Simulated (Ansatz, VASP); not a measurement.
Two plane-wave programs on Ti

```xyz
1
Lattice="0.0000 2.0552 2.0963 2.0552 0.0000 2.0963 2.0552 2.0552 0.0000" Properties=species:S:1:pos:R:3 pbc="T T T"
Ti    0.0000    0.0000    0.0000
```

Change from the starting cell: strain +0.0200 x Voigt [0, 0, 1, 0, 0, 0], atoms carried along.

Alike in both runs: task single point; functional r2SCAN; k mesh 26 × 26 × 26; occupations gaussian, width 0.15 eV; no spin polarisation.

```csv
,VASP,Ansatz
version,VASP 6.6.1,Ansatz 0.2.0
potentials or method,"VASP PAW PBE potentials, release 64 (Ti_sv), cutoff 520 eV","scalar-relativistic, plane waves, PAW"
valence electrons in the cell,12,12
```

```csv
,VASP,Ansatz,Ansatz less VASP
gap on the k mesh at the Fermi level (eV),none,none,-
pressure (GPa),-1.7,-2.1,-0.37
"traceless stress, the component that is largest in VASP (GPa)",-0.45,-0.45,+0.001
```

VASP's potentials were made for PBE, not for r2SCAN. A gap of «none» marks a metal or a gap that the smearing closes.
